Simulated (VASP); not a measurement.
# MgO (I4/mmm) in VASP: single point with HSE06

Aim: the single point of MgO with HSE06.

Everything below comes from runs of VASP 6.6.1. Logs are shortened: lines on timing, memory, paths and dates and some standing lists are left out, and cuts for length are marked.

### Step 1. The cell of the first run

Symmetry: I4/mmm, No. 139, tetragonal system. The conventional cell has a = 2.973 Å, b = 2.973 Å, c = 4.325 Å, α = 90.00°, β = 90.00°, γ = 90.00°. Within 2.8 Å of Mg (site symmetry 4/mmm) lie 6 O at 2.10 to 2.16 Å. Within 2.8 Å of O (site symmetry 4/mmm) lie 6 Mg at 2.10 to 2.16 Å.

### Step 2. Single point, HSE06 (uniaxial z strain +2.9%)

The input, POSCAR:

```
MgO
1.0
    0.0000000000      2.1021674168      2.1624996217
    2.1021674168      0.0000000000      2.1624996217
    2.1021674168      2.1021674168      0.0000000000
Mg O
1 1
Direct
    0.0000000000      0.0000000000      0.0000000000
    0.5000000000      0.5000000000      0.5000000000
```

The input, INCAR.step1:

```
SYSTEM = MgO
PREC = Accurate
ENCUT = 520
EDIFF = 1E-5
ISMEAR = 0
SIGMA = 0.01
LREAL = .FALSE.
LASPH = .TRUE.
NELM = 100
ALGO = Normal
ISIF = 2
LWAVE = .TRUE.
LCHARG = .FALSE.
NBANDS = 11
GGA = PE
```

The input, INCAR.step2:

```
SYSTEM = MgO
PREC = Accurate
ENCUT = 520
EDIFF = 1E-6
ISMEAR = 0
SIGMA = 0.01
LREAL = .FALSE.
LASPH = .TRUE.
NELM = 100
ALGO = Normal
ISIF = 2
LWAVE = .FALSE.
LCHARG = .FALSE.
GGA = PE
LHFCALC = .TRUE.
HFSCREEN = 0.2079
PRECFOCK = Normal
NBANDS = 11
ISTART = 1
```

The input, KPOINTS:

```
regular mesh
0
G
  8 8 8
  0 0 0
```

Potentials or basis: VASP PAW PBE potentials, release 64 (Mg, O).

Command:

```sh
$ cat potpaw_PBE.64/Mg/POTCAR potpaw_PBE.64/O/POTCAR > POTCAR
$ cp INCAR.step1 INCAR
$ mpirun -np 1 vasp_std > vasp.out
$ cp INCAR.step2 INCAR
$ mpirun -np 1 vasp_std > vasp.out
```

OUTCAR:

```text
SYSTEM = MgO
   PREC = Accurate
   ENCUT = 520
   EDIFF = 1E-6
   ISMEAR = 0
   LREAL = .FALSE.
   LASPH = .TRUE.
   NELM = 100
   ISIF = 2
   GGA = PE
   LHFCALC = .TRUE.
   HFSCREEN = 0.2079
   PRECFOCK = Normal
   ISTART = 1

 ion  position               nearest neighbor table
   1  0.000  0.000  0.000-   2 2.10   2 2.10   2 2.10   2 2.10   2 2.16   2 2.16
   2  0.500  0.500  0.500-   1 2.10   1 2.10   1 2.10   1 2.10   1 2.16   1 2.16

  LATTYP: Found a body centered tetragonal cell.
 ALAT       =     2.9729136712
 C/A-ratio  =     1.4548014916

  Lattice vectors:

 A1 = (  -2.1021674168,   0.0000000000,   2.1624996217)
 A2 = (   2.1021674168,   0.0000000000,   2.1624996217)
 A3 = (   0.0000000000,   2.1021674168,  -2.1624996217)

Analysis of symmetry for initial positions (statically):
=====================================================================
 Subroutine PRICEL returns:
 Original cell was already a primitive cell.

 Routine SETGRP: Setting up the symmetry group for a
 body centered tetragonal supercell.

 Subroutine GETGRP returns: Found 16 space group operations
 (whereof 16 operations were pure point group operations)
 out of a pool of 16 trial point group operations.

The static configuration has the point symmetry D_4h.

Analysis of symmetry for dynamics (positions and initial velocities):
=====================================================================
 Subroutine PRICEL returns:
 Original cell was already a primitive cell.

 Routine SETGRP: Setting up the symmetry group for a
 body centered tetragonal supercell.

 Subroutine GETGRP returns: Found 16 space group operations
 (whereof 16 operations were pure point group operations)
 out of a pool of 16 trial point group operations.

The dynamic configuration has the point symmetry D_4h.

 Subroutine INISYM returns: Found 16 space group operations
 (whereof 16 operations are pure point group operations),
 and found     1 'primitive' translations

----------------------------------------------------------------------------------------

                                     Primitive cell

  volume of cell :      19.1126

  direct lattice vectors                    reciprocal lattice vectors
     0.000000000  2.102167417  2.162499622    -0.237849753  0.237849753  0.231213913
     2.102167417  0.000000000  2.162499622     0.237849753 -0.237849753  0.231213913
     2.102167417  2.102167417  0.000000000     0.237849753  0.237849753 -0.231213913

  length of vectors
     3.015876732  3.015876732  2.972913671     0.408172615  0.408172615  0.408172615

  position of ions in fractional coordinates (direct lattice)
     0.000000000  0.000000000  0.000000000
     0.500000000  0.500000000  0.500000000

  ion indices of the primitive-cell ions
   primitive index   ion index
                 1           1
                 2           2

----------------------------------------------------------------------------------------

 KPOINTS: regular mesh

Automatic generation of k-mesh.
 Grid dimensions read from file:
 generate k-points for:    8    8    8

 Generating k-lattice:

  Cartesian coordinates                     Fractional coordinates (reciprocal lattice)
    -0.029731219  0.029731219  0.028901739     0.125000000 -0.000000000  0.000000000
     0.029731219 -0.029731219  0.028901739    -0.000000000  0.125000000  0.000000000
     0.029731219  0.029731219 -0.028901739     0.000000000  0.000000000  0.125000000

  Length of vectors
     0.051021577  0.051021577  0.051021577

  Shift w.r.t. Gamma in fractional coordinates (k-lattice)
     0.000000000  0.000000000  0.000000000

 Subroutine IBZKPT returns following result:
 ===========================================

 Found     59 irreducible k-points:

 Following reciprocal coordinates:
            Coordinates               Weight
  0.000000  0.000000  0.000000      1.000000
  0.125000  0.000000  0.000000      8.000000
  0.250000  0.000000  0.000000      8.000000
  0.375000  0.000000  0.000000      8.000000
  0.500000  0.000000  0.000000      4.000000
  0.125000  0.125000  0.000000      2.000000
[... 16 lines left out ...]
  0.250000  0.000000  0.125000     16.000000
  0.375000  0.000000  0.125000     16.000000
 [... further k-points ...]
   k-points           NKPTS =     59   k-points in BZ     NKDIM =    512   number of bands    NBANDS=     11
   number of dos      NEDOS =    301   number of ions     NIONS =      2
   total plane-waves  NPLWV =  13824
   dimension x,y,z NGX =    24 NGY =   24 NGZ =   24
   dimension x,y,z NGXF=    48 NGYF=   48 NGZF=   48
   ions per type =               1   1
   NGX,Y,Z   is equivalent  to a cutoff of  13.23, 13.23, 13.42 a.u.
   NGXF,Y,Z  is equivalent  to a cutoff of  26.46, 26.46, 26.84 a.u.
 SYSTEM =  MgO
   PREC   = accura    normal or accurate (medium, high low for compatibility)
   ISTART =      1    job   : 0-new  1-cont  2-samecut
   ICHARG =      0    charge: 1-file 2-atom 10-const
   ISPIN  =      1    spin polarized calculation?
   LNONCOLLINEAR =      F non collinear calculations
   LSORBIT =      F    spin-orbit coupling
   LASPH  =      T    aspherical Exc in radial PAW
   ENCUT  =  520.0 eV  38.22 Ry    6.18 a.u.   5.61  5.61  5.53*2*pi/ulx,y,z
   NELM   =    100;   NELMIN=  2; NELMDL=  0     # of ELM steps
   EDIFF  = 0.1E-05   stopping-criterion for ELM
   LREAL  =      F    real-space projection
   EDIFFG = 0.1E-04   stopping-criterion for IOM
   NSW    =      0    number of steps for IOM
   IBRION =     -1    ionic relax: 0-MD 1-quasi-New 2-CG
   NFREE  =      0    steps in history (QN), initial steepest desc. (CG)
   ISIF   =      2    stress and relaxation
   ISYM   =      3    0-nonsym 1-usesym 2-fastsym
   POTIM  = 0.5000    time-step for ionic-motion
   TEBEG  =    0.0;   TEEND  =   0.0 temperature during run
   PSTRESS=    0.0 pullay stress
   NELECT =       8.0000    total number of electrons
   NUPDOWN=      -1.0000    fix difference up-down
   EMIN   =  10.00;   EMAX   =-10.00  energy-range for DOS
   EFERMI =   0.00;   METHOD = LEGACY
   ISMEAR =     0;   SIGMA  =   0.01  broadening in eV -4-tet -1-fermi 0-gaus
   EFERMI_NEDOS =   21; number of points for ismear=-14 and -15
   IALGO  =     38    algorithm
   IMIX   =      1    mixing-type and parameters
     AMIX     =   0.40;   BMIX     =  1.00
     AMIX_MAG =   1.60;   BMIX_MAG =  1.00
  volume/ion in A,a.u.               =       9.56        64.49
  Fermi-wavevector in a.u.,A,eV,Ry     =   1.224610  2.314178 20.404258  1.499671
  Thomas-Fermi vector in A             =   2.359679
   LORBIT       =      0    0 simple, 1 ext, 2 COOP (PROOUT), +10 PAW based schemes
   GGA     = PE    functional components
   LHFCALC =     T    Hartree Fock is set to
   PRECFOCK=normal    Normal, Fast or Accurate (Low or Medium for compatibility)
   ENCUT4O =  -1.0   cutoff for four orbital integrals eV
   NKREDX  =     1    reduce k-point grid by
   NKREDY  =     1    reduce k-point grid by
   NKREDZ  =     1    reduce k-point grid by
   AEXX    =    0.2500 exact exchange contribution
   HFSCREEN=    0.2079 screening length (either q_TF or 0.3 A-1)
   HFSCREENC=   0.2079 screening length for correlation (either q_TF or 0.3 A-1)
   ENCUTFOCK=  -1.0 apply spherical cutoff to Coloumb kernel
   IVDW    =     0    specifies the selected vdW correction
   LEPSILON=     F    determine dielectric tensor
   LRPA    =     F    only Hartree local field effects (RPA)
 non-spin polarized calculation
 Gauss-broadening in eV      SIGMA  =   0.01
  energy-cutoff  :      520.00
  volume of cell :       19.11
 maximum number of plane-waves:       540
 NGX is ok and might be reduce to    24
  NGX = 18; NGY = 18; NGZ = 18

 number of electron       8.0000003 magnetization

 Free energy of the ion-electron system (eV)
  ---------------------------------------------------
  ext. energy  EPLUGINS =         0.00000000
  ---------------------------------------------------
  free energy    TOTEN  =       -14.19572675 eV

  energy without entropy =      -14.19572675  energy(sigma->0) =      -14.19572675

 E-fermi :   1.9657     XC(G=0):  -9.0119

 val. band max:        1.8324257988   @ k =   0.0000   0.0000   0.0000
 cond. band min:       7.9727187875   @ k =   0.0000   0.0000   0.0000
 fundamental gap:      6.1402929887
 Fermi energy:         1.9657174960

 k-point     1 :       0.0000    0.0000    0.0000
  band No.  band energies     occupation
      1     -16.9271      2.00000
      2       1.7529      2.00000
      3       1.7529      2.00000
      4       1.8324      2.00000
      5       7.9727      0.00000
      6      19.1989      0.00000
      7      19.4945      0.00000
      8      19.4945      0.00000
      9      23.2622      0.00000
     10      24.7113      0.00000
     11      25.6325      0.00000

 k-point     2 :       0.1250    0.0000    0.0000
  band No.  band energies     occupation
      1     -16.7620      2.00000
      2       0.8122      2.00000
      3       1.6537      2.00000
      4       1.6907      2.00000
      5       8.9049      0.00000
      6      17.6952      0.00000
      7      19.6453      0.00000
      8      19.8751      0.00000
      9      23.7729      0.00000
     10      24.5436      0.00000
     11      25.4631      0.00000

 k-point     3 :       0.2500    0.0000    0.0000
  band No.  band energies     occupation
      1     -16.3348      2.00000
      2      -0.9778      2.00000
      3       1.4196      2.00000
      4       1.4240      2.00000
      5      10.4397      0.00000
      6      16.1691      0.00000
      7      20.0249      0.00000
      8      20.4615      0.00000
      9      23.5643      0.00000
     10      23.9987      0.00000
     11      25.6046      0.00000
[... 267 lines left out ...]
 k-point    23 :       0.2500    0.0000    0.1250
  band No.  band energies     occupation
      1     -16.3662      2.00000
      2      -0.5796      2.00000
      3       1.2301      2.00000
      4       1.3110      2.00000
      5      10.5853      0.00000
      6      15.7906      0.00000
      7      20.0497      0.00000
      8      20.3825      0.00000
      9      21.7513      0.00000
     10      25.4180      0.00000
     11      27.6355      0.00000

 k-point    24 :       0.3750    0.0000    0.1250
  band No.  band energies     occupation
      1     -15.9072      2.00000
      2      -1.9838      2.00000
      3       0.9046      2.00000
      4       1.0319      2.00000
      5      11.7043      0.00000
      6      15.4985      0.00000
      7      19.0761      0.00000
      8      20.3883      0.00000
      9      23.0321      0.00000
     10      26.1550      0.00000
     11      27.1281      0.00000

 [... further k-points ...]

------------------------ aborting loop because EDIFF is reached ----------------------------------------

  FORCE on cell =-STRESS in cart. coord.  units (eV):
  Direction    XX          YY          ZZ          XY          YZ          ZX
  --------------------------------------------------------------------------------------
  -------------------------------------------------------------------------------------
  Total       -0.3930504     -0.3930504     -0.9555290      0.0000000      0.0000000      0.0000000
  in kB      -32.9486923    -32.9486923    -80.1002410      0.0000000      0.0000000      0.0000000
  external PRESSURE =     -48.6658752 kB  Pullay stress =       0.0000000 kB

 VOLUME and BASIS-vectors are now :
 -----------------------------------------------------------------------------
  energy-cutoff  :      520.00
  volume of cell :       19.11
      direct lattice vectors                 reciprocal lattice vectors
     0.000000000  2.102167417  2.162499622    -0.237849753  0.237849753  0.231213913
     2.102167417  0.000000000  2.162499622     0.237849753 -0.237849753  0.231213913
     2.102167417  2.102167417  0.000000000     0.237849753  0.237849753 -0.231213913

 POSITION                                       TOTAL-FORCE (eV/Angst)
 -----------------------------------------------------------------------------------
      0.00000      0.00000      0.00000         0.000000      0.000000      0.000000
      2.10217      2.10217      2.16250         0.000000      0.000000     -0.000000
 -----------------------------------------------------------------------------------
    total drift:                               -0.000000     -0.000000      0.000000

  FREE ENERGIE OF THE ION-ELECTRON SYSTEM (eV)
  ---------------------------------------------------
  free  energy   TOTEN  =       -14.1957267527 eV

  energy  without entropy=      -14.1957267527  energy(sigma->0) =      -14.19572675
```

Run time: 62 min. Hardware: 1 thread of Intel Xeon Platinum 8259CL at 2.50GHz (Skylake/Cascade Lake), shared host; peak memory 0.27 GiB.

Results:

- Free energy: -14.1957 eV
- Pressure: -4.9 GPa
- Band gap on the k mesh: 6.14 eV

Caveat: the cell differs from its parent crystal (uniaxial z strain +2.9%); the cell stands under tension; the PAW data sets were made with another functional, which shifts forces and pressure a little.
